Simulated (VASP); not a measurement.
Input of a VASP 6.6.1 run:

File INCAR:

```
SYSTEM = K
PREC = Accurate
ENCUT = 520
EDIFF = 1E-6
ISMEAR = -1
SIGMA = 0.1
LREAL = .FALSE.
LASPH = .TRUE.
NELM = 80
ALGO = Normal
ISIF = 2
LWAVE = .FALSE.
LCHARG = .FALSE.
GGA = CA
NBANDS = 10
```

Contents of KPOINTS:

```
Automatic mesh
0
G
  15 15 15
  0 0 0
```

The input POSCAR:

```
K
1.0
   -2.5241928971      2.5241928971      2.5241928971
    2.5241928971     -2.5241928971      2.5241928971
    2.5241928971      2.5241928971     -2.5241928971
K
1
Direct
    0.0000000000      0.0000000000      0.0000000000
```

Potentials or basis: VASP PAW LDA potentials, release 64 (K_sv).

Run with:

```console
$ cat potpaw_LDA.64/K_sv/POTCAR > POTCAR
$ mpirun -np 1 vasp_std > vasp.out
```

Question: What does it give for the pressure?

Answer: 0.0 GPa.
